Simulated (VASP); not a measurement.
Input of a VASP 6.6.1 run:

The input INCAR:

```
  PREC = Accurate
  ENCUT = 520
  EDIFF = 1E-6
  ISMEAR = 0
  SIGMA = 0.05
  LREAL = F
  LASPH = T
  NELM = 60
  ALGO = Normal
  ISIF = 2
  LWAVE = F
  LCHARG = F
  GGA = PS
  NBANDS = 16
```

The input KPOINTS:

```
regular mesh
0
Gamma
  10 10 10
```

File POSCAR:

```
GaAs
1.0
    0.0000000000      2.8105375005      2.8105375005
    2.8105375005      0.0000000000      2.8105375005
    2.8105375005      2.8105375005      0.0000000000
Ga As
1 1
Direct
    0.0000000000      0.0000000000      0.0000000000
    0.7500000000      0.7500000000      0.7500000000
```

Potentials or basis: VASP PAW PBE potentials, release 64 (Ga_d, As).

Command:

```bash
$ cat potpaw_PBE.64/Ga_d/POTCAR potpaw_PBE.64/As/POTCAR > POTCAR
$ mpirun -np 1 vasp_std > vasp.out
```

**Question.** Estimate the pressure.

**Answer.** 1.6 GPa.

**Question.** Predict the band gap on the k mesh.

**Answer.** 0.59 eV, direct.

Caveat: the PAW data sets were made with another functional, which shifts forces and pressure a little. A k mesh can miss the band edges.
